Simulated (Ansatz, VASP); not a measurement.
Two plane-wave programs on InSb3

```xyz
4
Lattice="4.7282 0.0000 0.0000 0.0000 4.7282 0.0000 0.0000 0.0000 4.7282" Properties=species:S:1:pos:R:3 pbc="T T T"
In    0.0000    0.0000    0.0000
Sb    2.3641    0.0000    2.3641
Sb    0.0000    2.3641    2.3641
Sb    2.3641    2.3641    0.0000
```

Alike in both runs: task single point; functional PBEsol; k mesh 10 × 10 × 10; occupations gaussian, width 0.15 eV; no spin polarisation.

|  | VASP | Ansatz |
| --- | --- | --- |
| version | VASP 6.6.1 | Ansatz 0.2.0 |
| potentials or method | VASP PAW PBE potentials, release 64 (In_d, Sb), cutoff 520 eV | scalar-relativistic, plane waves, PAW |
| valence electrons in the cell | 28 | 58 |

|  | VASP | Ansatz | Ansatz less VASP |
| --- | --- | --- | --- |
| gap on the k mesh at the Fermi level (eV) | none | none | - |
| pressure (GPa) | 0.0 | 0.0 | -0.01 |

VASP's potentials were made for PBE, not for PBEsol. A gap of «none» marks a metal or a gap that the smearing closes. With one functional, cell and mesh, what is left measures potentials, basis and numerics. VASP's potentials hold 28 valence electrons a cell and Ansatz's 58, so a difference there can come from the potentials and not from the codes.

Neither program's run includes spin-orbit coupling.
